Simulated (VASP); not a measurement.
# Mo (I4/mmm) in VASP: notebook, part 2 of 2

VASP 6.6.1. Earlier steps stand in the parts before.

## 5. Single point, PBE (strain +0.0400 x Voigt [0, 0, 1, 0, 0, 0])

Input file INCAR:

```
ALGO = Fast
EDIFF = 1E-6
ENCUT = 520
GGA = PE
ISIF = 2
ISMEAR = 0
LASPH = T
LCHARG = F
LREAL = F
LWAVE = F
NBANDS = 13
NELM = 60
PREC = Accurate
SIGMA = 0.15
```

Input file KPOINTS:

```
k-points
0
Gamma
  20 20 20
```

Input file POSCAR:

```
Mo
1.0
    0.0000000000      2.0150000000      2.0956000000
    2.0150000000      0.0000000000      2.0956000000
    2.0150000000      2.0150000000      0.0000000000
Mo
1
Direct
    0.0000000000      0.0000000000      0.0000000000
```

Potentials or basis: VASP PAW PBE potentials, release 64 (Mo_sv).

The run is started by

```sh
cat potpaw_PBE.64/Mo_sv/POTCAR > POTCAR
mpirun -np 1 vasp_std > vasp.out
```

OUTCAR:

```text
EDIFF = 1E-6
   ENCUT = 520
   GGA = PE
   ISIF = 2
   ISMEAR = 0
   LASPH = T
   LREAL = F
   NELM = 60
   PREC = Accurate

 ion  position               nearest neighbor table
   1  0.000  0.000  0.000-

  LATTYP: Found a body centered tetragonal cell.
 ALAT       =     2.8496403282
 C/A-ratio  =     1.4707821049

  Lattice vectors:

 A1 = (  -2.0150000000,   0.0000000000,   2.0956000000)
 A2 = (   2.0150000000,   0.0000000000,   2.0956000000)
 A3 = (   0.0000000000,   2.0150000000,  -2.0956000000)

Analysis of symmetry for initial positions (statically):
=====================================================================
 Subroutine PRICEL returns:
 Original cell was already a primitive cell.

 Routine SETGRP: Setting up the symmetry group for a
 body centered tetragonal supercell.

 Subroutine GETGRP returns: Found 16 space group operations
 (whereof 16 operations were pure point group operations)
 out of a pool of 16 trial point group operations.

The static configuration has the point symmetry D_4h.

Analysis of symmetry for dynamics (positions and initial velocities):
=====================================================================
 Subroutine PRICEL returns:
[... 171 lines left out ...]
      6       9.9559      2.00000
      7      10.4074      2.00000
      8      10.4074      2.00000
      9      12.3745      0.00000
     10      12.9935      0.00000
     11      23.9615      0.00000
     12      28.1357      0.00000
     13      29.3137      0.00000
[... 354 lines left out ...]
  band No.  band energies     occupation
      1     -49.7260      2.00000
      2     -24.2346      2.00000
      3     -23.5127      2.00000
      4     -23.4079      2.00000
      5       6.6975      2.00000
      6      10.0248      2.00000
      7      10.5781      1.99838
      8      10.6875      1.96597
      9      13.5472      0.00000
     10      14.3522      0.00000
     11      22.4757      0.00000
     12      25.0873      0.00000
     13      30.2185      0.00000

 [... further k-points ...]

------------------------ aborting loop because EDIFF is reached ----------------------------------------

  FORCE on cell =-STRESS in cart. coord.  units (eV):
  Direction    XX          YY          ZZ          XY          YZ          ZX
  --------------------------------------------------------------------------------------
  -------------------------------------------------------------------------------------
  Total       -1.5055453     -1.5055453     -0.8636183      0.0000000      0.0000000     -0.0000000
  in kB     -141.7476719   -141.7476719    -81.3099927      0.0000000      0.0000000     -0.0000000
  external PRESSURE =    -121.6017788 kB  Pullay stress =       0.0000000 kB

 VOLUME and BASIS-vectors are now :
 -----------------------------------------------------------------------------
  energy-cutoff  :      520.00
  volume of cell :       17.02
      direct lattice vectors                 reciprocal lattice vectors
     0.000000000  2.015000000  2.095600000    -0.248138958  0.248138958  0.238595152
     2.015000000  0.000000000  2.095600000     0.248138958 -0.248138958  0.238595152
     2.015000000  2.015000000  0.000000000     0.248138958  0.248138958 -0.238595152

 POSITION                                       TOTAL-FORCE (eV/Angst)
 -----------------------------------------------------------------------------------
      0.00000      0.00000      0.00000        -0.000000      0.000000      0.000000
 -----------------------------------------------------------------------------------
    total drift:                                0.000000      0.000000     -0.000000

  FREE ENERGIE OF THE ION-ELECTRON SYSTEM (eV)
  ---------------------------------------------------
  free  energy   TOTEN  =       -10.4908333784 eV

  energy  without entropy=      -10.4745238705  energy(sigma->0) =      -10.48267862
```

OSZICAR:

```text
N       E                     dE             d eps       ncg     rms          rms(c)
DAV:   1     0.929266805311E+02    0.92927E+02   -0.80035E+03 16769   0.109E+03
DAV:   2    -0.994599772655E+01   -0.10287E+03   -0.99215E+02 19276   0.308E+02
DAV:   3    -0.111561958282E+02   -0.12102E+01   -0.12052E+01 18381   0.332E+01
DAV:   4    -0.111590453843E+02   -0.28496E-02   -0.28494E-02 18826   0.197E+00
DAV:   5    -0.111590646284E+02   -0.19244E-04   -0.19244E-04 18666   0.145E-01    0.117E+01
RMM:   6    -0.105619953777E+02    0.59707E+00   -0.75655E-01 16672   0.797E+00    0.305E+00
RMM:   7    -0.104939359055E+02    0.68059E-01   -0.18344E-01 17080   0.383E+00    0.104E+00
RMM:   8    -0.104911016617E+02    0.28342E-02   -0.10287E-02 18554   0.111E+00    0.138E-01
RMM:   9    -0.104908422238E+02    0.25944E-03   -0.10511E-03 18797   0.329E-01    0.381E-02
RMM:  10    -0.104908340465E+02    0.81772E-05   -0.17518E-04 19261   0.139E-01    0.258E-02
RMM:  11    -0.104908338722E+02    0.17434E-06   -0.12471E-05 18951   0.448E-02    0.247E-03
RMM:  12    -0.104908333784E+02    0.49383E-06   -0.23778E-06 14263   0.184E-02
   1 F= -.10490833E+02 E0= -.10482679E+02  d E =-.163095E-01
```

It took 82 s on 1 thread of Intel Xeon 6975P-C (Granite Rapids), shared host; peak memory 0.24 GiB.

What came out:

```
Free energy            : -10.4908 eV
Pressure               : -12.2 GPa
Band gap on the k mesh : zero (band 7 reaches 14.49 eV, above the bottom of band 8 at 10.39 eV)
```

Stress tensor (GPa, compression positive):
```
-14.17   0.00   0.00
  0.00 -14.17   0.00
  0.00   0.00  -8.13
```

Caveat: the cell differs from its parent crystal (strain +0.0400 x Voigt [0, 0, 1, 0, 0, 0]).

## 6. Single point, PBE (strain -0.0400 x Voigt [0, 0, 1, 0, 0, 0])

Input file INCAR:

```
PREC = Accurate ; ENCUT = 520
EDIFF = 1E-7 ; ISMEAR = 0
SIGMA = 0.15 ; LREAL = False
LASPH = True ; NELM = 60
ALGO = Normal ; ISIF = 2
LWAVE = False ; LCHARG = False
GGA = PE ; NBANDS = 13
```

Input file KPOINTS:

```
regular mesh
0
Gamma
  20 20 20
```

Input file POSCAR:

```
Mo
1.0
    0.0000000000      2.0150000000      1.9344000000
    2.0150000000      0.0000000000      1.9344000000
    2.0150000000      2.0150000000      0.0000000000
Mo
1
Direct
    0.0000000000      0.0000000000      0.0000000000
```

Potentials or basis: VASP PAW PBE potentials, release 64 (Mo_sv).

The run is started by

```sh
cat potpaw_PBE.64/Mo_sv/POTCAR > POTCAR
mpirun -np 1 vasp_std > vasp.out
```

It took 82 s on 1 thread of Intel Xeon 6975P-C (Granite Rapids), shared host; peak memory 0.24 GiB.

It converged, with:

* Free energy: -10.5249 eV
* Pressure: 5.6 GPa
* Band gap on the k mesh: zero (band 7 reaches 16.16 eV, above the bottom of band 8 at 11.52 eV)

Stress tensor (GPa, compression positive):
```
 8.62  0.00  0.00
 0.00  8.62  0.00
 0.00  0.00 -0.35
```

Levels at points of the mesh, in eV from the Fermi level:
| k point | band 5 | band 6 | band 7 | band 8 | band 9 | band 10 |
| --- | --- | --- | --- | --- | --- | --- |
| (0.00, 0.00, 0.00) | -6.82 | -0.93 | -0.93 | -0.44 | 1.63 | 2.29 |
| (0.50, 0.00, 0.00) | -4.73 | -1.25 | -0.67 | 1.60 | 3.94 | 4.25 |
| (0.50, 0.50, 0.00) | -5.14 | -4.50 | 4.03 | 4.67 | 4.72 | 4.72 |
| (0.50, 0.00, 0.50) | -5.10 | -4.38 | 3.84 | 4.05 | 4.44 | 4.93 |

Caveat: the cell differs from its parent crystal (strain -0.0400 x Voigt [0, 0, 1, 0, 0, 0]).

## 7. Summary

| cell | gap on the mesh (eV) | pressure (GPa) |
| --- | --- | --- |
| a = 2.878, b = 2.878, c = 2.850 Å, angles 60.3, 60.3, 59.3°, 1 atom | none | -8.4 |
| a = 2.893, b = 2.893, c = 2.850 Å, angles 60.5, 60.5, 59.0°, 1 atom | none | -10.3 |
| a = 2.900, b = 2.900, c = 2.850 Å, angles 60.6, 60.6, 58.9°, 1 atom | none | -11.3 |
| a = 2.907, b = 2.907, c = 2.850 Å, angles 60.7, 60.7, 58.7°, 1 atom | none | -12.2 |
| a = 2.793, b = 2.793, c = 2.850 Å, angles 59.3, 59.3, 61.3°, 1 atom | none | 5.6 |

Alike in all rows: task single point; level PBE; potentials or basis VASP PAW PBE potentials, release 64 (Mo_sv); no spin polarisation; k mesh 20 × 20 × 20; cutoff (eV) 520; smearing gaussian 0.15 eV.

Absolute energies hang on the potentials; compare differences alone.
